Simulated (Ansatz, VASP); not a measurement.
**CdS in VASP and in Ansatz**

```xyz
4
Lattice="4.1688 0.0000 0.0000 -2.0844 3.6103 0.0000 0.0000 0.0000 6.7796" Properties=species:S:1:pos:R:3 pbc="T T T"
Cd    2.0844    1.2034    3.3913
Cd    0.0000    2.4069    0.0015
S     2.0844    1.2034    5.9442
S     0.0000    2.4069    2.5544
```

Alike in both runs: task single point; functional PBEsol; k mesh 6 × 6 × 4; occupations gaussian, width 0.1 eV; no spin polarisation.

|  | VASP | Ansatz |
| --- | --- | --- |
| version | VASP 6.6.1 | Ansatz 0.2.0 |
| potentials or method | VASP PAW PBE potentials, release 64 (Cd, S), cutoff 520 eV | scalar-relativistic, plane waves, PAW |
| valence electrons in the cell | 36 | 52 |

Ansatz gave:

* gap on the k mesh at the Fermi level (eV): 1.02
* least direct gap on the mesh (eV): 1.02
* pressure (GPa): -1.8

Estimate VASP's values.

gap on the k mesh at the Fermi level (eV): 1.03; least direct gap on the mesh (eV): 1.03; pressure (GPa): -1.5.

VASP's potentials were made for PBE, not for PBEsol, and Ansatz warns of the same on its side. VASP's potentials hold 36 valence electrons a cell and Ansatz's 52, so a difference there can come from the potentials and not from the codes.
